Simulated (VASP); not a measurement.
Wanted: the native input for a VASP 6.6.1 run.

* Task: single point
* Functional: r2SCAN
* Potentials or basis: VASP PAW PBE potentials, release 64 (Nb_sv, As)
* Cutoff: 520 eV
* k mesh: 12 × 12 × 12
* Occupations: gaussian, width 0.05 eV
* Spin: no spin polarisation
* Dipole correction: no
* Further INCAR settings: ALGO = Normal; EDIFF = 1e-07; NBANDS = 16

NbAs:

```xyz
2
Lattice="0.0000 2.6294 2.6294 2.6294 0.0000 2.6294 2.6294 2.6294 0.0000" Properties=species:S:1:pos:R:3 pbc="T T T"
Nb    2.6294    2.6294    2.6294
As    0.0000    0.0000    0.0000
```

The input as run:

POSCAR

```
NbAs
1.0
    0.0000000000      2.6293547051      2.6293547051
    2.6293547051      0.0000000000      2.6293547051
    2.6293547051      2.6293547051      0.0000000000
Nb As
1 1
Direct
    0.5000000000      0.5000000000      0.5000000000
    0.0000000000      0.0000000000      0.0000000000
```

INCAR.step1

```
SYSTEM = NbAs
PREC = Accurate
ENCUT = 520
ISMEAR = 0
SIGMA = 0.05
LREAL = .False.
LASPH = .True.
NELM = 60
NBANDS = 16
GGA = PE
ALGO = Normal
EDIFF = 1E-4
LWAVE = .True.
LCHARG = .False.
```

INCAR.step2

```
SYSTEM = NbAs
PREC = Accurate
ENCUT = 520
EDIFF = 1E-7
ISMEAR = 0
SIGMA = 0.05
LREAL = .False.
LASPH = .True.
NELM = 60
ALGO = Normal
ISIF = 2
LWAVE = .False.
LCHARG = .False.
METAGGA = R2SCAN
LMIXTAU = .True.
NBANDS = 16
ISTART = 1
```

KPOINTS

```
regular mesh
0
Gamma
  12 12 12
  0 0 0
```

Potentials or basis: VASP PAW PBE potentials, release 64 (Nb_sv, As).

The run is started by

```sh
$ cat potpaw_PBE.64/Nb_sv/POTCAR potpaw_PBE.64/As/POTCAR > POTCAR
$ cp INCAR.step1 INCAR
$ mpirun -np 1 vasp_std > vasp.out
$ cp INCAR.step2 INCAR
$ mpirun -np 1 vasp_std > vasp.out
```

It gave:

The pressure is 0.0 GPa and the band gap on the k mesh is zero (band 9 reaches 10.53 eV, above the bottom of band 10 at 8.52 eV).

Caveat: the PAW data sets were made with another functional, which shifts forces and pressure a little.

Run time: 100 s on 1 thread of Intel(R) Xeon(R) 6975P-C (Granite Rapids), with other jobs on the host, peak memory 0.19 GiB.
